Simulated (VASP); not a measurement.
# AlN (P6_3mc) in VASP: notebook, part 2 of 2

VASP 6.6.1.

## Step 4: Single point, r2SCAN

This run uses another cell than the first one, of 10.08 Å³/atom, 0.987 times its volume.

The input, POSCAR:

```
AlN
1.0
    3.0766195958      0.0000000000      0.0000000000
   -1.5383097979      2.6644307278      0.0000000000
    0.0000000000      0.0000000000      4.9193478695
Al N
2 2
Direct
    0.3333333333      0.6666666667     -0.0011228455
    0.6666666667      0.3333333333      0.4988771545
    0.3333333333      0.6666666667      0.3811228455
    0.6666666667      0.3333333333      0.8811228455
```

The input, INCAR.step1:

```
PREC = Accurate ; ENCUT = 520
ISMEAR = 0 ; SIGMA = 0.01
LREAL = F ; LASPH = T
NELM = 80 ; NBANDS = 16
GGA = PE ; ALGO = Normal
EDIFF = 1E-4 ; LWAVE = T
LCHARG = F
```

The input, INCAR.step2:

```
PREC = Accurate ; ENCUT = 520
EDIFF = 1E-6 ; ISMEAR = 0
SIGMA = 0.01 ; LREAL = F
LASPH = T ; NELM = 80
ALGO = Normal ; ISIF = 2
LWAVE = F ; LCHARG = T
METAGGA = R2SCAN ; LMIXTAU = T
LELF = T ; LVHAR = T
NBANDS = 16 ; ISTART = 1
```

The input, KPOINTS:

```
regular mesh
0
Gamma
  8 8 4
```

Potentials or basis: VASP PAW PBE potentials, release 64 (Al, N).

Run with:

```console
cat potpaw_PBE.64/Al/POTCAR potpaw_PBE.64/N/POTCAR > POTCAR
cp INCAR.step1 INCAR
mpirun -np 1 vasp_std > vasp.out
cp INCAR.step2 INCAR
mpirun -np 1 vasp_std > vasp.out
```

OUTCAR:

```text
PREC = Accurate
   ENCUT = 520
   EDIFF = 1E-6
   ISMEAR = 0
   LREAL = F
   LASPH = T
   NELM = 80
   ISIF = 2
   METAGGA = R2SCAN
   ISTART = 1

 ion  position               nearest neighbor table
   1  0.333  0.667  0.999-   4 1.87   4 1.87   4 1.87   3 1.88   2 3.03   2 3.03   2 3.03   2 3.03
                             2 3.03   2 3.03
   2  0.667  0.333  0.499-   3 1.87   3 1.87   3 1.87   4 1.88   1 3.03   1 3.03   1 3.03   1 3.03
                             1 3.03   1 3.03
   3  0.333  0.667  0.381-   2 1.87   2 1.87   2 1.87   1 1.88
   4  0.667  0.333  0.881-   1 1.87   1 1.87   1 1.87   2 1.88

  LATTYP: Found a hexagonal cell.
 ALAT       =     3.0766195958
 C/A-ratio  =     1.5989457638

  Lattice vectors:

 A1 = (   3.0766195958,   0.0000000000,   0.0000000000)
 A2 = (  -1.5383097979,   2.6644307278,   0.0000000000)
 A3 = (   0.0000000000,   0.0000000000,   4.9193478695)

Analysis of symmetry for initial positions (statically):
=====================================================================
 Subroutine PRICEL returns:
 Original cell was already a primitive cell.

 Routine SETGRP: Setting up the symmetry group for a
 hexagonal supercell.

 Subroutine GETGRP returns: Found 12 space group operations
 (whereof  6 operations were pure point group operations)
 out of a pool of 24 trial point group operations.

The static configuration has the point symmetry C_3v.
 The point group associated with its full space group is C_6v.

Analysis of symmetry for dynamics (positions and initial velocities):
=====================================================================
 Subroutine PRICEL returns:
 Original cell was already a primitive cell.

 Routine SETGRP: Setting up the symmetry group for a
 hexagonal supercell.

 Subroutine GETGRP returns: Found 12 space group operations
 (whereof  6 operations were pure point group operations)
 out of a pool of 24 trial point group operations.

The dynamic configuration has the point symmetry C_3v.
 The point group associated with its full space group is C_6v.

 Subroutine INISYM returns: Found 12 space group operations
 (whereof  6 operations are pure point group operations),
 and found     1 'primitive' translations

----------------------------------------------------------------------------------------

                                     Primitive cell

  volume of cell :      40.3261

  direct lattice vectors                    reciprocal lattice vectors
     3.076619596  0.000000000  0.000000000     0.325032058  0.187657346  0.000000000
    -1.538309798  2.664430728  0.000000000     0.000000000  0.375314693  0.000000000
     0.000000000  0.000000000  4.919347870     0.000000000  0.000000000  0.203278977

  length of vectors
     3.076619596  3.076619596  4.919347870     0.375314693  0.375314693  0.203278977

  position of ions in fractional coordinates (direct lattice)
     0.333333333  0.666666667  0.998877155
     0.666666667  0.333333333  0.498877155
     0.333333333  0.666666667  0.381122846
     0.666666667  0.333333333  0.881122846

  ion indices of the primitive-cell ions
   primitive index   ion index
                 1           1
                 2           2
                 3           3
                 4           4

----------------------------------------------------------------------------------------
[... 22 lines left out ...]

 Found     30 irreducible k-points:

 Following reciprocal coordinates:
            Coordinates               Weight
  0.000000  0.000000  0.000000      1.000000
  0.125000  0.000000  0.000000      6.000000
  0.250000  0.000000  0.000000      6.000000
  0.375000 -0.000000  0.000000      6.000000
  0.500000  0.000000  0.000000      3.000000
  0.125000  0.125000  0.000000      6.000000
[... 16 lines left out ...]
  0.250000  0.000000  0.500000      6.000000
  0.375000 -0.000000  0.500000      6.000000
 [... further k-points ...]
   k-points           NKPTS =     30   k-points in BZ     NKDIM =     30   number of bands    NBANDS=     16
   number of dos      NEDOS =    301   number of ions     NIONS =      4
   total plane-waves  NPLWV =  23040
   dimension x,y,z NGX =    24 NGY =   24 NGZ =   40
   dimension x,y,z NGXF=    48 NGYF=   48 NGZF=   80
   ions per type =               2   2
   NGX,Y,Z   is equivalent  to a cutoff of  12.97, 12.97, 13.52 a.u.
   NGXF,Y,Z  is equivalent  to a cutoff of  25.94, 25.94, 27.04 a.u.
 SYSTEM =  unknown system
   PREC   = accura    normal or accurate (medium, high low for compatibility)
   ISTART =      1    job   : 0-new  1-cont  2-samecut
   ICHARG =      0    charge: 1-file 2-atom 10-const
   ISPIN  =      1    spin polarized calculation?
   LNONCOLLINEAR =      F non collinear calculations
   LSORBIT =      F    spin-orbit coupling
   LASPH  =      T    aspherical Exc in radial PAW
   ENCUT  =  520.0 eV  38.22 Ry    6.18 a.u.   5.72  5.72  9.15*2*pi/ulx,y,z
   NELM   =     80;   NELMIN=  2; NELMDL=  0     # of ELM steps
   EDIFF  = 0.1E-05   stopping-criterion for ELM
   LREAL  =      F    real-space projection
   EDIFFG = 0.1E-04   stopping-criterion for IOM
   NSW    =      0    number of steps for IOM
   IBRION =     -1    ionic relax: 0-MD 1-quasi-New 2-CG
   NFREE  =      0    steps in history (QN), initial steepest desc. (CG)
   ISIF   =      2    stress and relaxation
   ISYM   =      2    0-nonsym 1-usesym 2-fastsym
   POTIM  = 0.5000    time-step for ionic-motion
   TEBEG  =    0.0;   TEEND  =   0.0 temperature during run
   PSTRESS=    0.0 pullay stress
   NELECT =      16.0000    total number of electrons
   NUPDOWN=      -1.0000    fix difference up-down
   EMIN   =  10.00;   EMAX   =-10.00  energy-range for DOS
   EFERMI =   0.00;   METHOD = LEGACY
   ISMEAR =     0;   SIGMA  =   0.01  broadening in eV -4-tet -1-fermi 0-gaus
   EFERMI_NEDOS =   21; number of points for ismear=-14 and -15
   IALGO  =     38    algorithm
   IMIX   =      4    mixing-type and parameters
     AMIX     =   0.40;   BMIX     =  1.00
     AMIX_MAG =   1.60;   BMIX_MAG =  1.00
  volume/ion in A,a.u.               =      10.08        68.03
  Fermi-wavevector in a.u.,A,eV,Ry     =   1.202965  2.273274 19.689320  1.447124
  Thomas-Fermi vector in A             =   2.338731
   LORBIT       =      0    0 simple, 1 ext, 2 COOP (PROOUT), +10 PAW based schemes
   METAGGA = R2SCAN    functional components
   LHFCALC =     F    Hartree Fock is set to
   AEXX    =    0.0000 exact exchange contribution
   IVDW    =     0    specifies the selected vdW correction
   LEPSILON=     F    determine dielectric tensor
   LRPA    =     F    only Hartree local field effects (RPA)
 non-spin polarized calculation
 Gauss-broadening in eV      SIGMA  =   0.01
  energy-cutoff  :      520.00
  volume of cell :       40.33
 maximum number of plane-waves:      1096
 NGX is ok and might be reduce to    24
   NGX = 11   NGY = 11   NGZ = 19

 number of electron      15.9999996 magnetization

 Free energy of the ion-electron system (eV)
  ---------------------------------------------------
  ext. energy  EPLUGINS =         0.00000000
  ---------------------------------------------------
  free energy    TOTEN  =       -38.43045071 eV

  energy without entropy =      -38.43045071  energy(sigma->0) =      -38.43045071

 E-fermi :   6.2961     XC(G=0): -11.5604

 val. band max:        6.2404837716   @ k =   0.0000   0.0000   0.0000
 cond. band min:      11.4391203590   @ k =   0.0000   0.0000   0.0000
 fundamental gap:      5.1986365874
 Fermi energy:         6.2960816797

 k-point     1 :       0.0000    0.0000    0.0000
  band No.  band energies     occupation
      1      -9.9519      2.00000
      2      -7.7219      2.00000
      3       0.0163      2.00000
      4       5.3088      2.00000
      5       5.3088      2.00000
      6       5.9829      2.00000
[... 433 lines left out ...]
      3       0.9574      2.00000
      4       0.9574      2.00000
      5       4.6810      2.00000
      6       4.6810      2.00000
[... 8 lines left out ...]
     15      20.7315      0.00000
     16      20.7315      0.00000

 [... further k-points ...]
[... 5 lines left out ...]
  --------------------------------------------------------------------------------------
  -------------------------------------------------------------------------------------
  Total        1.6673974      1.6673974      1.6739949      0.0000000      0.0000000      0.0000000
  in kB       66.2466513     66.2466513     66.5087752      0.0000000      0.0000000      0.0000000
  external PRESSURE =      66.3340260 kB  Pullay stress =       0.0000000 kB

 VOLUME and BASIS-vectors are now :
 -----------------------------------------------------------------------------
  energy-cutoff  :      520.00
  volume of cell :       40.33
      direct lattice vectors                 reciprocal lattice vectors
     3.076619596  0.000000000  0.000000000     0.325032058  0.187657346  0.000000000
    -1.538309798  2.664430728  0.000000000     0.000000000  0.375314693  0.000000000
     0.000000000  0.000000000  4.919347870     0.000000000  0.000000000  0.203278977

 POSITION                                       TOTAL-FORCE (eV/Angst)
 -----------------------------------------------------------------------------------
     -0.00000      1.77629      4.91382         0.000000      0.000000     -0.001564
      1.53831      0.88814      2.45415        -0.000000      0.000000     -0.001564
     -0.00000      1.77629      1.87488        -0.000000      0.000000      0.001564
      1.53831      0.88814      4.33455        -0.000000     -0.000000      0.001564
 -----------------------------------------------------------------------------------
    total drift:                               -0.000000      0.000000     -0.023772

  FREE ENERGIE OF THE ION-ELECTRON SYSTEM (eV)
  ---------------------------------------------------
  free  energy   TOTEN  =       -38.4304507077 eV

  energy  without entropy=      -38.4304507077  energy(sigma->0) =      -38.43045071
```

Wall time 50 s (1 thread of Intel Xeon Platinum 8375C at 2.90GHz (Ice Lake), shared host); peak memory 0.16 GiB.

What came out:

* Free energy: -38.4305 eV
* Pressure: 6.6 GPa
* Band gap on the k mesh: 5.20 eV, direct

Caveat: the PAW data sets were made with another functional, which shifts forces and pressure a little. r2SCAN opens gaps a little over a GGA but as a rule still falls short of measured ones.

## Step 5: Single point, r2SCAN

This run uses another cell than the first one, of 10.31 Å³/atom, 1.009 times its volume.

The input, POSCAR:

```
AlN
1.0
    3.0976320730      0.0000000000      0.0000000000
   -1.5488160365      2.6826280668      0.0000000000
    0.0000000000      0.0000000000      4.9609329061
Al N
2 2
Direct
    0.3333333333      0.6666666667     -0.0008828270
    0.6666666667      0.3333333333      0.4991171730
    0.3333333333      0.6666666667      0.3808828270
    0.6666666667      0.3333333333      0.8808828270
```

The input, INCAR.step1:

```
  PREC = Accurate
  ENCUT = 520
  ISMEAR = 0
  SIGMA = 0.01
  LREAL = False
  LASPH = True
  NELM = 60
  NBANDS = 16
  GGA = PE
  ALGO = Normal
  EDIFF = 1E-4
  LWAVE = True
  LCHARG = False
```

The input, INCAR.step2:

```
  PREC = Accurate
  ENCUT = 520
  EDIFF = 1E-7
  ISMEAR = 0
  SIGMA = 0.01
  LREAL = False
  LASPH = True
  NELM = 60
  ALGO = Normal
  ISIF = 2
  LWAVE = False
  LCHARG = True
  METAGGA = R2SCAN
  LMIXTAU = True
  LELF = True
  LVHAR = True
  NBANDS = 16
  ISTART = 1
```

The input, KPOINTS:

```
Automatic mesh
0
Gamma
  8 8 4
```

Run with:

```console
cat potpaw_PBE.64/Al/POTCAR potpaw_PBE.64/N/POTCAR > POTCAR
cp INCAR.step1 INCAR
mpirun -np 1 vasp_std > vasp.out
cp INCAR.step2 INCAR
mpirun -np 1 vasp_std > vasp.out
```

It took 67 s on 1 thread of Intel Xeon Platinum 8375C at 2.90GHz (Ice Lake), shared host; peak memory 0.16 GiB.

It converged, with:

```
Free energy            : -38.4544 eV
Pressure               : 1.6 GPa
Largest force          : 0.003 eV/Å
Band gap on the k mesh : 5.00 eV, direct
```

Forces on the atoms (eV/Å):
```
Al   0.000  0.000 -0.003
Al   0.000  0.000 -0.003
N    0.000  0.000  0.003
N    0.000  0.000  0.003
```

Levels at points of the mesh, in eV from the valence-band top:
```
           k point  band 4  band 5  band 6  band 7  band 8  band 9  band 10  band 11  band 12  band 13
(0.00, 0.00, 0.00)   -0.90   -0.90   -0.23   -0.23    0.00    5.00     7.62    11.70    12.10    12.10
(0.50, 0.00, 0.00)   -4.25   -3.41   -2.16   -1.79   -0.72    6.47     6.59     9.13    11.33    11.77
(0.00, 0.00, 0.50)   -3.39   -0.57   -0.57   -0.57   -0.57    7.34     7.34    11.40    11.40    12.42
(0.50, 0.00, 0.50)   -5.71   -1.51   -1.51   -1.40   -1.40    6.03     6.03    10.21    10.21    13.05
```

Caveat: the PAW data sets were made with another functional, which shifts forces and pressure a little. r2SCAN opens gaps a little over a GGA but as a rule still falls short of measured ones.

## Step 6: The runs side by side

| cell | gap on the mesh (eV) | pressure (GPa) |
| --- | --- | --- |
| a = 3.089, b = 3.089, c = 4.944 Å, angles 90.0, 90.0, 120.0°, 4 atoms | 5.08 | 3.6 |
| a = 3.077, b = 3.077, c = 4.919 Å, angles 90.0, 90.0, 120.0°, 4 atoms | 5.20 | 6.6 |
| a = 3.098, b = 3.098, c = 4.961 Å, angles 90.0, 90.0, 120.0°, 4 atoms | 5.00 | 1.6 |

Alike in all rows: task single point; level r2SCAN; potentials or basis VASP PAW PBE potentials, release 64 (Al, N); no spin polarisation; k mesh 8 × 8 × 4; cutoff (eV) 520; smearing gaussian 0.01 eV.

Caveats: the PAW data sets were made with another functional, which shifts forces and pressure a little.

Absolute energies hang on the potentials; compare differences alone.
